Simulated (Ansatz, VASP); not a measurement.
# Two plane-wave programs on CaO

```
Ca O
1.0
     0.00000    2.39755    2.39755
     2.39755    0.00000    2.39755
     2.39755    2.39755    0.00000
Ca O
1 1
Direct
  0.00000 0.00000 0.00000
  0.50000 0.50000 0.50000
```

Alike in both runs: task single point; functional PBE; k mesh 6 × 6 × 6; no spin polarisation.

|  | VASP | Ansatz |
| --- | --- | --- |
| version | VASP 6.6.1 | Ansatz 0.2.0 |
| potentials or method | VASP PAW PBE potentials, release 64 (Ca_sv, O) | plane waves, PAW |
| plane-wave cutoff (eV) | 520 | 420 |
| occupations | gaussian, width 0.01 eV | fixed |
| valence electrons in the cell | 16 | 16 |

```csv
,VASP,Ansatz,Ansatz less VASP
gap on the k mesh at the Fermi level (eV),3.63,3.65,+0.020
pressure (GPa),3.1,2.5,-0.62
```
